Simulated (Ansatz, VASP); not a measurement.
# Li in VASP and in Ansatz

File INCAR:

```
SYSTEM = Li
  ALGO = Normal
  EDIFF = 1E-6
  EDIFFG = -0.005
  ENCUT = 600
  GGA = PE
  IBRION = 2
  ISIF = 3
  ISMEAR = -1
  LASPH = .True.
  LCHARG = .False.
  LREAL = .False.
  LWAVE = .False.
  NELM = 100
  NSW = 60
  PREC = Accurate
  SIGMA = 0.08
```

File KPOINTS:

```
k-points
0
Gamma
  18 18 18
  0 0 0
```

The input POSCAR:

```
Li
1.0
   -1.7154021332      1.7154021332      1.7154021332
    1.7154021332     -1.7154021332      1.7154021332
    1.7154021332      1.7154021332     -1.7154021332
Li
1
Direct
    0.0000000000      0.0000000000      0.0000000000
```

Input for Ansatz:

```yaml
crystal:
  lattice:
    - [-1.7154021332, 1.7154021332, 1.7154021332]
    - [1.7154021332, -1.7154021332, 1.7154021332]
    - [1.7154021332, 1.7154021332, -1.7154021332]
  atoms:
    - { symbol: Li, position: [0.0, 0.0, 0.0] }
kpoints:
  mp_grid: { grid: [18, 18, 18] }
scf:
  occupations: { method: fermi_dirac, width: 0.08 }
hamiltonian:
  xc: pbe
  pseudopotentials: { kind: paw }
output:
  forces: true
  stress: true
  write_density: true
  write_potential: true
  elf: true
  volumetric_format: npy
relax:
  f_tol: 0.005
  max_steps: 40
  cell: {}
```

Alike in both runs: task relaxation of cell and atoms; functional PBE; k mesh 18 × 18 × 18; occupations fermi-dirac, width 0.08 eV; no spin polarisation.

|  | VASP | Ansatz |
| --- | --- | --- |
| version | VASP 6.6.1 | Ansatz 0.2.0 |
| potentials or method | VASP PAW PBE potentials, release 64 (Li_sv) | PAW with Ansatz's default frozen-core files, scalar-relativistic |
| plane-wave cutoff (eV) | 600 | 420 |
| valence electrons in the cell | 3 | 3 |

|  | VASP | Ansatz | Ansatz less VASP |
| --- | --- | --- | --- |
| relaxed volume (Å³/atom) | 20.10 | 20.19 | +0.092 |
| relaxed cell length with the largest relative difference (Å) | 2.967 | 2.971 | +0.0045 |

Noted on VASP's run: the cutoff is short for stress, so the pressure is rough.
